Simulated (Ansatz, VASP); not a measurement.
**One calculation of Ta3W, two programs**

Contents of INCAR:

```
  PREC = Accurate
  ENCUT = 520
  EDIFF = 1E-7
  ISMEAR = -1
  SIGMA = 0.1
  LREAL = False
  LASPH = True
  NELM = 80
  ALGO = Normal
  ISIF = 2
  LWAVE = False
  LCHARG = False
  LDIPOL = True
  IDIPOL = 3
  DIPOL = 0.5 0.5 0.500
  GGA = PS
  NBANDS = 82
```

Contents of KPOINTS:

```
Automatic mesh
0
Gamma
  4 4 1
```

The input POSCAR:

```
Ta3W
1.0
    4.6204806501      0.0000000000      0.0000000000
    0.0000000000      4.6204806501      0.0000000000
    0.0000000000      0.0000000000     20.1679330000
Ta W
9 3
Direct
    1.0000000000      0.5000000000      0.3785011880
    0.5000000000      1.0000000000      0.3785011880
    0.5000000000      0.5000000000      0.2975019800
    0.5000000000      1.0000000000      0.5404996040
    1.0000000000      0.5000000000      0.5404996040
    1.0000000000      1.0000000000      0.4595003960
    1.0000000000      0.5000000000      0.7024980200
    0.5000000000      1.0000000000      0.7024980200
    0.5000000000      0.5000000000      0.6214988120
    0.0000000000      0.0000000000      0.2975019800
    0.5000000000      0.5000000000      0.4595003960
    1.0000000000      1.0000000000      0.6214988120
```

Input for Ansatz:

```yaml
crystal:
  lattice:
    - [4.620480650061905, 0.0, 0.0]
    - [-8.39658211000639e-17, 4.620480650061905, 0.0]
    - [0.0, -0.0, 20.167933]
  atoms:
    - { symbol: Ta, position: [0.9999999999999998, 0.4999999999999999, 0.3785011879997816] }
    - { symbol: Ta, position: [0.49999999999999994, 0.9999999999999998, 0.3785011879997816] }
    - { symbol: Ta, position: [0.4999999999999999, 0.4999999999999999, 0.297501979999636] }
    - { symbol: W, position: [0.0, 0.0, 0.297501979999636] }
    - { symbol: Ta, position: [0.5, 0.9999999999999998, 0.5404996040000727] }
    - { symbol: Ta, position: [0.9999999999999998, 0.5, 0.5404996040000727] }
    - { symbol: Ta, position: [0.9999999999999998, 0.9999999999999998, 0.4595003959999272] }
    - { symbol: W, position: [0.4999999999999999, 0.4999999999999999, 0.4595003959999272] }
    - { symbol: Ta, position: [0.9999999999999998, 0.49999999999999983, 0.702498020000364] }
    - { symbol: Ta, position: [0.49999999999999983, 0.9999999999999998, 0.702498020000364] }
    - { symbol: Ta, position: [0.5, 0.5, 0.6214988120002184] }
    - { symbol: W, position: [0.9999999999999998, 0.9999999999999998, 0.6214988120002184] }
kpoints:
  mp_grid:
    grid: [4, 4, 1]
hamiltonian:
  xc: pbesol
efield:
  axis: 3
  dipole_correction: true
scf:
  occupations:
    method: fermi_dirac
    width: 0.1
output:
  write_potential: true
  forces: true
```

Alike in both runs: task single point; functional PBEsol; k mesh 4 × 4 × 1; occupations fermi-dirac, width 0.1 eV; no spin polarisation.

```csv
,VASP,Ansatz
version,VASP 6.6.1,Ansatz 0.2.0
potentials or method,"VASP PAW PBE potentials, release 64 (Ta_pv, W_sv)","plane waves, PAW"
plane-wave cutoff (eV),520,420
valence electrons in the cell,141,159
```

|  | VASP | Ansatz | Ansatz less VASP |
| --- | --- | --- | --- |
| gap on the k mesh at the Fermi level (eV) | none | none | - |
| rms of the force components (eV/Å) | 0.746 | 0.747 | +0.0012 |

VASP's potentials were made for PBE, not for PBEsol. A gap of «none» marks a metal or a gap that the smearing closes. With one functional, cell and mesh, what is left measures potentials, basis and numerics. VASP's potentials hold 141 valence electrons a cell and Ansatz's 159, so a difference there can come from the potentials and not from the codes. Ansatz's warnings: vacuum density over bound, xc potential rough in thin density.

Neither program's run includes spin-orbit coupling.
